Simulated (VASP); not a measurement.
# Mo (P6_3/mmc) in VASP: further runs

Runs on Mo. Level: revPBE. Tasks: single point.

Everything below comes from runs of VASP 6.6.1. Logs are shortened: lines on timing, memory, paths and dates and some standing lists are left out, and cuts for length are marked.

## (1) The cell of the first run

Symmetry: P6_3/mmc, No. 194, hexagonal system. The conventional cell has a = 2.768 Å, b = 2.768 Å, c = 4.909 Å, α = 90.00°, β = 90.00°, γ = 120.00°. Within 3.6 Å of Mo (site symmetry -6m2) lie 12 Mo at 2.77 to 2.93 Å.

This isn't the form of Mo at room conditions, which is bcc.

## (2) Single point, revPBE

INCAR reads:

```
SYSTEM = Mo
PREC     = Accurate       ! precision mode
ENCUT    = 520            ! plane-wave cutoff, eV
EDIFF    = 1E-7           ! SCF threshold, eV
ISMEAR   = -1             ! smearing method
SIGMA    = 0.1            ! smearing width, eV
LREAL    = .FALSE.        ! projectors in reciprocal space
LASPH    = .TRUE.         ! aspherical terms in the spheres
NELM     = 60             ! most SCF steps
ALGO     = Normal         ! electronic algorithm
ISIF     = 2              ! what is computed and relaxed
LWAVE    = .FALSE.        ! write WAVECAR
LCHARG   = .TRUE.         ! write CHGCAR
GGA      = RE             ! functional
LELF     = .TRUE.         ! ELF
LVHAR    = .TRUE.       
NBANDS   = 21             ! bands
```

KPOINTS reads:

```
Automatic mesh
0
G
  13 13 7
  0 0 0
```

POSCAR reads:

```
Mo
1.0
    2.7677954138      0.0000000000      0.0000000000
   -1.3838977069      2.3969811408      0.0000000000
    0.0000000000      0.0000000000      4.9088966175
Mo
2
Direct
    0.3333333333      0.6666666667      0.2500000000
    0.6666666667      0.3333333333      0.7500000000
```

Potentials or basis: VASP PAW PBE potentials, release 64 (Mo_sv).

Started as:

```
cat potpaw_PBE.64/Mo_sv/POTCAR > POTCAR
mpirun -np 1 vasp_std > vasp.out
```

OUTCAR:

```text
SYSTEM = Mo
   PREC = Accurate
   ENCUT = 520
   EDIFF = 1E-7
   ISMEAR = -1
   LREAL = .FALSE.
   LASPH = .TRUE.
   NELM = 60
   ISIF = 2
   GGA = RE

 ion  position               nearest neighbor table
   1  0.333  0.667  0.250-   2 2.93   2 2.93   2 2.93   2 2.93   2 2.93   2 2.93
   2  0.667  0.333  0.750-   1 2.93   1 2.93   1 2.93   1 2.93   1 2.93   1 2.93

  LATTYP: Found a hexagonal cell.
 ALAT       =     2.7677954138
 C/A-ratio  =     1.7735763969

  Lattice vectors:

 A1 = (   2.7677954138,   0.0000000000,   0.0000000000)
 A2 = (  -1.3838977069,   2.3969811408,   0.0000000000)
 A3 = (   0.0000000000,   0.0000000000,   4.9088966175)

Analysis of symmetry for initial positions (statically):
=====================================================================
 Subroutine PRICEL returns:
 Original cell was already a primitive cell.

 Routine SETGRP: Setting up the symmetry group for a
 hexagonal supercell.

 Subroutine GETGRP returns: Found 24 space group operations
 (whereof 12 operations were pure point group operations)
 out of a pool of 24 trial point group operations.

The static configuration has the point symmetry D_3d.
 The point group associated with its full space group is D_6h.

Analysis of symmetry for dynamics (positions and initial velocities):
=====================================================================
 Subroutine PRICEL returns:
 Original cell was already a primitive cell.

 Routine SETGRP: Setting up the symmetry group for a
 hexagonal supercell.

 Subroutine GETGRP returns: Found 24 space group operations
 (whereof 12 operations were pure point group operations)
 out of a pool of 24 trial point group operations.

The dynamic configuration has the point symmetry D_3d.
 The point group associated with its full space group is D_6h.

 Subroutine INISYM returns: Found 24 space group operations
 (whereof 12 operations are pure point group operations),
 and found     1 'primitive' translations

----------------------------------------------------------------------------------------

                                     Primitive cell

  volume of cell :      32.5674

  direct lattice vectors                    reciprocal lattice vectors
     2.767795414  0.000000000  0.000000000     0.361298380  0.208595717  0.000000000
    -1.383897707  2.396981141  0.000000000     0.000000000  0.417191434  0.000000000
     0.000000000  0.000000000  4.908896617     0.000000000  0.000000000  0.203711766

  length of vectors
[... 80 lines left out ...]
   ENCUT  =  520.0 eV  38.22 Ry    6.18 a.u.   5.15  5.15  9.13*2*pi/ulx,y,z
   NELM   =     60;   NELMIN=  2; NELMDL= -5     # of ELM steps
   EDIFF  = 0.1E-06   stopping-criterion for ELM
   LREAL  =      F    real-space projection
   EDIFFG = 0.1E-05   stopping-criterion for IOM
   NSW    =      0    number of steps for IOM
   IBRION =     -1    ionic relax: 0-MD 1-quasi-New 2-CG
   NFREE  =      0    steps in history (QN), initial steepest desc. (CG)
   ISIF   =      2    stress and relaxation
   ISYM   =      2    0-nonsym 1-usesym 2-fastsym
   POTIM  = 0.5000    time-step for ionic-motion
   TEBEG  =    0.0;   TEEND  =   0.0 temperature during run
   PSTRESS=    0.0 pullay stress
   NELECT =      28.0000    total number of electrons
   NUPDOWN=      -1.0000    fix difference up-down
   EMIN   =  10.00;   EMAX   =-10.00  energy-range for DOS
   EFERMI =   0.00;   METHOD = LEGACY
   ISMEAR =    -1;   SIGMA  =   0.10  broadening in eV -4-tet -1-fermi 0-gaus
   EFERMI_NEDOS =   21; number of points for ismear=-14 and -15
   IALGO  =     38    algorithm
   IMIX   =      4    mixing-type and parameters
     AMIX     =   0.40;   BMIX     =  1.00
     AMIX_MAG =   1.60;   BMIX_MAG =  1.00
  volume/ion in A,a.u.               =      16.28       109.89
  Fermi-wavevector in a.u.,A,eV,Ry     =   1.556682  2.941703 32.970455  2.423260
  Thomas-Fermi vector in A             =   2.660443
   LORBIT       =      0    0 simple, 1 ext, 2 COOP (PROOUT), +10 PAW based schemes
   GGA     = RE    functional components
   LHFCALC =     F    Hartree Fock is set to
   AEXX    =    0.0000 exact exchange contribution
   IVDW    =     0    specifies the selected vdW correction
   LEPSILON=     F    determine dielectric tensor
   LRPA    =     F    only Hartree local field effects (RPA)
 non-spin polarized calculation
  energy-cutoff  :      520.00
  volume of cell :       32.57
 maximum number of plane-waves:       889
 NGX is ok and might be reduce to    24
   NGX = 11   NGY = 11   NGZ = 19

 number of electron      27.9999996 magnetization

 Free energy of the ion-electron system (eV)
  ---------------------------------------------------
  ext. energy  EPLUGINS =         0.00000000
  ---------------------------------------------------
  free energy    TOTEN  =       -20.13936932 eV

  energy without entropy =      -20.04750870  energy(sigma->0) =      -20.09343901

 E-fermi :  11.7147     XC(G=0): -13.0889

 val. band max:       11.7131027121   @ k =   0.0769   0.0769   0.0000
 cond. band min:      11.7149705102   @ k =   0.1538   0.0769   0.0000
 fundamental gap:      0.0018677980
 Fermi energy:        11.7146915594

 k-point     1 :       0.0000    0.0000    0.0000
  band No.  band energies     occupation
      1     -49.1550      2.00000
      2     -49.0059      2.00000
      3     -23.6986      2.00000
      4     -22.6905      2.00000
      5     -22.5296      2.00000
      6     -22.5296      2.00000
[... 565 lines left out ...]
     20      16.7216      0.00000
     21      21.8142      0.00000

 [... further k-points ...]

------------------------ aborting loop because EDIFF is reached ----------------------------------------

  FORCE on cell =-STRESS in cart. coord.  units (eV):
  Direction    XX          YY          ZZ          XY          YZ          ZX
  --------------------------------------------------------------------------------------
  -------------------------------------------------------------------------------------
  Total        0.0962060      0.0962060      0.0726132      0.0000000      0.0000000      0.0000000
  in kB        4.7329342      4.7329342      3.5722628      0.0000000      0.0000000      0.0000000
  external PRESSURE =       4.3460438 kB  Pullay stress =       0.0000000 kB

 VOLUME and BASIS-vectors are now :
 -----------------------------------------------------------------------------
  energy-cutoff  :      520.00
  volume of cell :       32.57
      direct lattice vectors                 reciprocal lattice vectors
     2.767795414  0.000000000  0.000000000     0.361298380  0.208595717  0.000000000
    -1.383897707  2.396981141  0.000000000     0.000000000  0.417191434  0.000000000
     0.000000000  0.000000000  4.908896617     0.000000000  0.000000000  0.203711766

 POSITION                                       TOTAL-FORCE (eV/Angst)
 -----------------------------------------------------------------------------------
     -0.00000      1.59799      1.22722        -0.000000      0.000000      0.000000
      1.38390      0.79899      3.68167         0.000000     -0.000000      0.000000
 -----------------------------------------------------------------------------------
    total drift:                               -0.000000      0.000000     -0.000000

  FREE ENERGIE OF THE ION-ELECTRON SYSTEM (eV)
  ---------------------------------------------------
  free  energy   TOTEN  =       -20.1393693228 eV

  energy  without entropy=      -20.0475086973  energy(sigma->0) =      -20.09343901
```

Run time: 48 s. Hardware: 1 thread of Intel Xeon Platinum 8488C (Sapphire Rapids), shared host; peak memory 0.19 GiB.

Results:

| Quantity | Value |
| --- | --- |
| Free energy | -20.1394 eV |
| Pressure | 0.4 GPa |
| Band gap on the k mesh | zero (bands 14 and 15 overlap by 1.61 eV) |

Caveat: the PAW data sets were made with another functional, which shifts forces and pressure a little.

## (3) Single point, revPBE (14.33 Å³/atom)

This run uses another cell than the first one, of 14.33 Å³/atom.

INCAR reads:

```
SYSTEM = Mo
ALGO = Normal
EDIFF = 1E-6
ENCUT = 520
GGA = RE
ISIF = 2
ISMEAR = -1
LASPH = .True.
LCHARG = .True.
LELF = .True.
LREAL = .False.
LVHAR = .True.
LWAVE = .False.
NBANDS = 21
NELM = 60
PREC = Accurate
SIGMA = 0.1
```

KPOINTS reads:

```
k-points
0
Gamma
  15 15 7
  0 0 0
```

POSCAR reads:

```
Mo
1.0
    2.6523339812      0.0000000000      0.0000000000
   -1.3261669906      2.2969886070      0.0000000000
    0.0000000000      0.0000000000      4.7041169458
Mo
2
Direct
    0.3333333333      0.6666666667      0.2500000000
    0.6666666667      0.3333333333      0.7500000000
```

Potentials or basis: VASP PAW PBE potentials, release 64 (Mo_sv).

Started as:

```
cat potpaw_PBE.64/Mo_sv/POTCAR > POTCAR
mpirun -np 1 vasp_std > vasp.out
```

OUTCAR:

```text
SYSTEM = Mo
   EDIFF = 1E-6
   ENCUT = 520
   GGA = RE
   ISIF = 2
   ISMEAR = -1
   LASPH = .True.
   LREAL = .False.
   NELM = 60
   PREC = Accurate

 ion  position               nearest neighbor table
   1  0.333  0.667  0.250-   2 2.81   2 2.81   2 2.81   2 2.81   2 2.81   2 2.81
   2  0.667  0.333  0.750-   1 2.81   1 2.81   1 2.81   1 2.81   1 2.81   1 2.81

  LATTYP: Found a hexagonal cell.
 ALAT       =     2.6523339812
 C/A-ratio  =     1.7735763969

  Lattice vectors:

[... 765 lines left out ...]
------------------------ aborting loop because EDIFF is reached ----------------------------------------

  FORCE on cell =-STRESS in cart. coord.  units (eV):
  Direction    XX          YY          ZZ          XY          YZ          ZX
  --------------------------------------------------------------------------------------
  -------------------------------------------------------------------------------------
  Total        7.3823879      7.3823879      6.1811887      0.0000000      0.0000000      0.0000000
  in kB      412.7074244    412.7074244    345.5551956      0.0000000      0.0000000      0.0000000
  external PRESSURE =     390.3233481 kB  Pullay stress =       0.0000000 kB

 VOLUME and BASIS-vectors are now :
 -----------------------------------------------------------------------------
  energy-cutoff  :      520.00
  volume of cell :       28.66
      direct lattice vectors                 reciprocal lattice vectors
     2.652333981  0.000000000  0.000000000     0.377026425  0.217676308  0.000000000
    -1.326166991  2.296988607  0.000000000     0.000000000  0.435352616  0.000000000
     0.000000000  0.000000000  4.704116946     0.000000000  0.000000000  0.212579749

 POSITION                                       TOTAL-FORCE (eV/Angst)
 -----------------------------------------------------------------------------------
     -0.00000      1.53133      1.17603        -0.000000      0.000000      0.000000
      1.32617      0.76566      3.52809         0.000000      0.000000      0.000000
 -----------------------------------------------------------------------------------
    total drift:                                0.000000     -0.000000      0.000000

  FREE ENERGIE OF THE ION-ELECTRON SYSTEM (eV)
  ---------------------------------------------------
  free  energy   TOTEN  =       -19.7095029243 eV

  energy  without entropy=      -19.6338301168  energy(sigma->0) =      -19.67166652
```

OSZICAR:

```text
N       E                     dE             d eps       ncg     rms          rms(c)
DAV:   1     0.297429041208E+03    0.29743E+03   -0.18031E+04  4544   0.142E+03
DAV:   2    -0.143961696934E+02   -0.31183E+03   -0.30336E+03  5061   0.449E+02
DAV:   3    -0.206419678986E+02   -0.62458E+01   -0.61690E+01  5160   0.657E+01
DAV:   4    -0.206692715289E+02   -0.27304E-01   -0.27296E-01  5016   0.470E+00
DAV:   5    -0.206694731197E+02   -0.20159E-03   -0.20159E-03  5179   0.373E-01    0.242E+01
DAV:   6    -0.198498757743E+02    0.81960E+00   -0.14284E+00  4961   0.109E+01    0.837E+00
DAV:   7    -0.197152101352E+02    0.13467E+00   -0.39517E-01  5211   0.535E+00    0.974E-01
DAV:   8    -0.197093775860E+02    0.58325E-02   -0.80763E-03  4791   0.896E-01    0.183E-01
DAV:   9    -0.197094819310E+02   -0.10434E-03   -0.18823E-04  5468   0.142E-01    0.914E-02
DAV:  10    -0.197095020250E+02   -0.20094E-04   -0.29124E-05  4926   0.504E-02    0.156E-02
DAV:  11    -0.197095029243E+02   -0.89933E-06   -0.25301E-06  4316   0.151E-02
   1 F= -.19709503E+02 E0= -.19671667E+02  d E =-.756728E-01
```

Run time: 36 s. Hardware: 1 thread of Intel Xeon Platinum 8488C (Sapphire Rapids), shared host; peak memory 0.17 GiB.

What came out:

- Free energy: -19.7095 eV
- Pressure: 39.0 GPa
- Band gap on the k mesh: zero (bands 14 and 15 overlap by 2.09 eV)

Stress tensor (GPa, compression positive):
```
41.27  0.00  0.00
 0.00 41.27  0.00
 0.00  0.00 34.56
```

Levels at points of the mesh, in eV from the Fermi level:
```csv
k point,band 12,band 13,band 14,band 15,band 16,band 17
"(0.00, 0.00, 0.00)",-0.85,-0.85,-0.25,-0.25,0.97,1.60
```

Caveat: the cell stands under pressure; the PAW data sets were made with another functional, which shifts forces and pressure a little.

## (4) Single point, revPBE (14.98 Å³/atom)

This run uses another cell than the first one, of 14.98 Å³/atom.

INCAR reads:

```
ALGO = Normal
EDIFF = 1E-6
ENCUT = 520
GGA = RE
ISIF = 2
ISMEAR = -1
LASPH = T
LCHARG = T
LELF = T
LREAL = F
LVHAR = T
LWAVE = F
NBANDS = 21
NELM = 100
PREC = Accurate
SIGMA = 0.1
```

KPOINTS reads:

```
k-points
0
Gamma
  15 15 7
```

POSCAR reads:

```
Mo
1.0
    2.6919268927      0.0000000000      0.0000000000
   -1.3459634463      2.3312770742      0.0000000000
    0.0000000000      0.0000000000      4.7743379992
Mo
2
Direct
    0.3333333333      0.6666666667      0.2500000000
    0.6666666667      0.3333333333      0.7500000000
```

Started as:

```
cat potpaw_PBE.64/Mo_sv/POTCAR > POTCAR
mpirun -np 1 vasp_std > vasp.out
```

Wall time 44 s (1 thread of Intel Xeon Platinum 8488C (Sapphire Rapids), shared host); peak memory 0.17 GiB.

It converged, with:

| Property | Result |
| --- | --- |
| Free energy | -19.9621 eV |
| Pressure | 23.4 GPa |
| Band gap on the k mesh | zero (bands 14 and 15 overlap by 1.91 eV) |

Stress tensor (GPa, compression positive):
```
24.78  0.00  0.00
 0.00 24.78  0.00
 0.00  0.00 20.79
```

Levels at points of the mesh, in eV from the Fermi level:
```tsv
k point	band 10	band 11	band 12	band 13	band 14	band 15	band 16	band 17	band 18	band 19
(0.00, 0.00, 0.00)	-5.04	-1.91	-0.76	-0.76	-0.21	-0.21	0.81	1.54	1.54	3.67
```

Caveat: the cell stands under pressure; the PAW data sets were made with another functional, which shifts forces and pressure a little.

## (5) The runs side by side

```csv
cell,k mesh,gap on the mesh (eV),pressure (GPa)
"a = 2.768, b = 2.768, c = 4.909 Å, angles 90.0, 90.0, 120.0°, 2 atoms",13 × 13 × 7,none,0.4
"a = 2.652, b = 2.652, c = 4.704 Å, angles 90.0, 90.0, 120.0°, 2 atoms",15 × 15 × 7,none,39.0
"a = 2.692, b = 2.692, c = 4.774 Å, angles 90.0, 90.0, 120.0°, 2 atoms",15 × 15 × 7,none,23.4
```

Alike in all rows: task single point; level revPBE; potentials or basis VASP PAW PBE potentials, release 64 (Mo_sv); no spin polarisation; cutoff (eV) 520; smearing fermi-dirac 0.1 eV.

Caveats: the PAW data sets were made with another functional, which shifts forces and pressure a little; the cell stands under pressure (at least some runs).

Absolute energies hang on the potentials; compare differences alone.
